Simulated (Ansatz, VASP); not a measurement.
**La3Tl: VASP beside Ansatz**

```
CELL_PARAMETERS angstrom
5.06000 0.00000 0.00000
0.00000 5.06000 0.00000
0.00000 0.00000 5.16120
ATOMIC_POSITIONS crystal
La 0.00000 0.50000 0.50000
La 0.50000 0.00000 0.50000
La 0.50000 0.50000 0.00000
Tl 0.00000 0.00000 0.00000
```

Change from the starting cell: zz strain of +2 %, PAW files.

Alike in both runs: task electric field gradients; functional LDA; k mesh 8 × 8 × 8; occupations fermi-dirac, width 0.08 eV; no spin polarisation.

|  | VASP | Ansatz |
| --- | --- | --- |
| version | VASP 6.6.1 | Ansatz 0.2.0 |
| potentials or method | VASP PAW LDA potentials, release 64 (La, Tl_d) | PAW with Ansatz's default frozen-core files, scalar-relativistic |
| plane-wave cutoff (eV) | 520 | 420 |
| valence electrons in the cell | 46 | 46 |

```csv
,VASP,Ansatz,Ansatz less VASP
pressure (GPa),-4.3,-4.2,+0.02
"traceless stress, the component that is largest in VASP (GPa)",-0.34,-0.34,+0.002
size of Vzz on the site where it differs most (V/Å²),114.7,106.2,-8.48
```

LDA's correlation is that of Perdew and Zunger in VASP and of Perdew and Wang (1992) in Ansatz.

Neither program's run includes spin-orbit coupling.
